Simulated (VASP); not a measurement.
Runs of VASP 6.6.1 on P. The structure is that of space group R-3m (No. 166), or close to it. The cells are those of the table. 

| cell | gap on the mesh (eV) | pressure (GPa) | largest force (eV/Å) |
| --- | --- | --- | --- |
| a = 3.467 Å, angles 58.9°, 2 atoms | none | (a) | 0.04 |
| a = 3.403 Å, angles 59.9°, 2 atoms | none | 2.0 | (b) |
| a = 3.688 Å, angles 56.4°, 2 atoms | none | -5.1 | 0.05 |
| a = 3.569 Å, angles 57.7°, 2 atoms | none | -2.1 | 0.05 |
| a = 3.520 Å, angles 58.3°, 2 atoms | none | -0.3 | 0.05 |

Alike in all rows: task single point; level PBE+D3(BJ); potentials or basis VASP PAW PBE potentials, release 64 (P); no spin polarisation; k mesh 15 × 15 × 15; cutoff (eV) 520; smearing gaussian 0.1 eV.

Question: Estimate the missing entries.

Answer: (a) 1.5; (b) 0.02.

Caveats: pairwise dispersion overbinds metals, which lowers pressure and volume.

A gap of «none» marks levels without a gap at the run's occupations.
